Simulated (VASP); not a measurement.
Set up this calculation in VASP 6.6.1, as the native input.

| Quantity | Value |
| --- | --- |
| Task | single point |
| Functional | BHLYP |
| Potentials or basis | VASP PAW PBE potentials, release 64 (Cd, Se) |
| Cutoff | 520 eV |
| k mesh | 4 × 4 × 4 |
| Occupations | fermi-dirac, width 0.05 eV |
| Spin | no spin polarisation |
| Dipole correction | no |
| Grid for exact exchange (PRECFOCK) | Normal |
| Further INCAR settings | ALGO = Normal; EDIFF = 1e-07; NBANDS = 16 |
| Share of exact exchange | 0.5 |

CdSe:

```
Cd Se
1.0
     0.00000    3.11067    3.11067
     3.11067    0.00000    3.11067
     3.11067    3.11067    0.00000
Cd Se
1 1
Direct
  0.00000 0.00000 0.00000
  0.25000 0.25000 0.25000
```

These files were run (other wordings do the same):

POSCAR

```
CdSe
1.0
    0.0000000000      3.1106741371      3.1106741371
    3.1106741371      0.0000000000      3.1106741371
    3.1106741371      3.1106741371      0.0000000000
Cd Se
1 1
Direct
    0.0000000000      0.0000000000      0.0000000000
    0.2500000000      0.2500000000      0.2500000000
```

INCAR.step1

```
SYSTEM = CdSe
PREC     = Accurate       ! precision mode
ENCUT    = 520            ! plane-wave cutoff, eV
EDIFF    = 1E-5           ! SCF threshold, eV
ISMEAR   = -1             ! smearing method
SIGMA    = 0.05           ! smearing width, eV
LREAL    = .FALSE.        ! projectors in reciprocal space
LASPH    = .TRUE.         ! aspherical terms in the spheres
NELM     = 80             ! most SCF steps
ALGO     = Normal         ! electronic algorithm
ISIF     = 2              ! what is computed and relaxed
LWAVE    = .TRUE.         ! write WAVECAR
LCHARG   = .FALSE.        ! write CHGCAR
NBANDS   = 16             ! bands
GGA      = PE             ! functional
```

INCAR.step2

```
SYSTEM = CdSe
PREC     = Accurate       ! precision mode
ENCUT    = 520            ! plane-wave cutoff, eV
EDIFF    = 1E-7           ! SCF threshold, eV
ISMEAR   = -1             ! smearing method
SIGMA    = 0.05           ! smearing width, eV
LREAL    = .FALSE.        ! projectors in reciprocal space
LASPH    = .TRUE.         ! aspherical terms in the spheres
NELM     = 80             ! most SCF steps
ALGO     = Normal         ! electronic algorithm
ISIF     = 2              ! what is computed and relaxed
LWAVE    = .FALSE.        ! write WAVECAR
LCHARG   = .FALSE.        ! write CHGCAR
GGA      = B5             ! functional
LHFCALC  = .TRUE.         ! exact exchange
AEXX     = 0.5            ! exact-exchange fraction
ALDAX    = 0.5          
AGGAX    = 0.5          
AGGAC    = 1.0          
ALDAC    = 0.0          
PRECFOCK = Normal       
NBANDS   = 16             ! bands
ISTART   = 1
```

KPOINTS

```
regular mesh
0
G
  4 4 4
  0 0 0
```

Potentials or basis: VASP PAW PBE potentials, release 64 (Cd, Se).

The run is started by

```bash
$ cat potpaw_PBE.64/Cd/POTCAR potpaw_PBE.64/Se/POTCAR > POTCAR
$ cp INCAR.step1 INCAR
$ mpirun -np 1 vasp_std > vasp.out
$ cp INCAR.step2 INCAR
$ mpirun -np 1 vasp_std > vasp.out
```

It gave:

```yaml
Pressure: -0.7 GPa
Band_gap_on_the_k_mesh: 3.75 eV
```

Caveat: the k points lie up to 0.44 Å⁻¹ apart; the PAW data sets were made with another functional, which shifts forces and pressure a little.

It took 17 min on 1 thread of Intel(R) Xeon(R) Platinum 8375C CPU @ 2.90GHz (Ice Lake), with other jobs on the host, peak memory 0.21 GiB.
